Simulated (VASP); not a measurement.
Input of a VASP 6.6.1 run:

File INCAR:

```
SYSTEM = N
PREC = Accurate ; ENCUT = 520
EDIFF = 1E-7 ; ISMEAR = 0
SIGMA = 0.02 ; LREAL = .FALSE.
LASPH = .TRUE. ; NELM = 150
ALGO = Normal ; ISIF = 2
LWAVE = .FALSE. ; LCHARG = .FALSE.
ISPIN = 2 ; MAGMOM = 3.15 3.15 3.15 3.15
LORBIT = 11 ; GGA = CA
NBANDS = 22
```

The input KPOINTS:

```
Automatic mesh
0
G
  6 6 6
  0 0 0
```

The input POSCAR:

```
N
1.0
    4.7819763303      0.0000000000      0.0000000000
    0.0000000000      4.7819763303      0.0000000000
    0.0000000000      0.0000000000      4.7819763303
N
4
Direct
   -0.0000221095     -0.0000221095     -0.0000221095
    0.5000221095      1.0000221095      0.4999778905
    0.4999778905      0.5000221095      1.0000221095
    1.0000221095      0.4999778905      0.5000221095
```

Potentials or basis: VASP PAW LDA potentials, release 64 (N).

Launch:

```bash
$ cat potpaw_LDA.64/N/POTCAR > POTCAR
$ mpirun -np 1 vasp_std > vasp.out
```

(1) What does it give for the pressure?

(2) Predict the site moments.

(3) Predict the band gap on the k mesh.

(4) Estimate the net moment.

## Answers

(1) 0.0 GPa.

(2) N +1.93 μB.

(3) 1.48 eV.

(4) 12.00 μB per cell.
